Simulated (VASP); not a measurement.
# Pt: single point with LDA

The system is Pt.

```
CELL_PARAMETERS angstrom
0.00000 2.12870 1.56310
2.12870 0.00000 1.56310
2.12870 2.12870 0.00000
ATOMIC_POSITIONS crystal
Pt 0.00000 0.00000 0.00000
```

This cell differs from its parent crystal: volume 14.166 Å^3 an atom, c/a of the conventional cell 0.7343.

| Item | Value |
| --- | --- |
| Program | VASP 6.6.1 |
| Task | single point |
| Functional | LDA |
| Potentials or basis | VASP PAW LDA potentials, release 64 (Pt) |
| Cutoff | 520 eV |
| k mesh | 22 × 22 × 22 |
| Occupations | gaussian, width 0.15 eV |
| Spin | no spin polarisation |

The pressure is 18.5 GPa. The band gap on the k mesh is zero (band 5 reaches 13.44 eV, above the bottom of band 6 at 10.81 eV).

Stress tensor (GPa, compression positive):
```
16.90  0.00  0.00
 0.00 16.90  0.00
 0.00  0.00 21.61
```

Levels at points of the mesh, in eV from the Fermi level:
```csv
k point,band 2,band 3,band 4,band 5,band 6,band 7,band 8,band 9
"(0.00, 0.00, 0.00)",-4.23,-4.23,-3.87,-1.42,-0.93,16.51,17.26,17.26
"(0.50, 0.00, 0.00)",-5.68,-1.59,-0.73,-0.15,1.29,7.20,13.35,17.06
"(0.50, 0.50, 0.00)",-7.20,0.60,0.73,0.73,7.13,8.31,8.31,14.37
"(0.50, 0.00, 0.50)",-6.08,-1.03,-0.59,0.12,1.38,7.56,12.98,16.11
```

Run time: 66 s on 1 thread of Intel Xeon 6975P-C, with other jobs on the host, peak memory 0.24 GiB.

Caveat: spin-orbit coupling is left out, which moves the levels of the heavy elements.
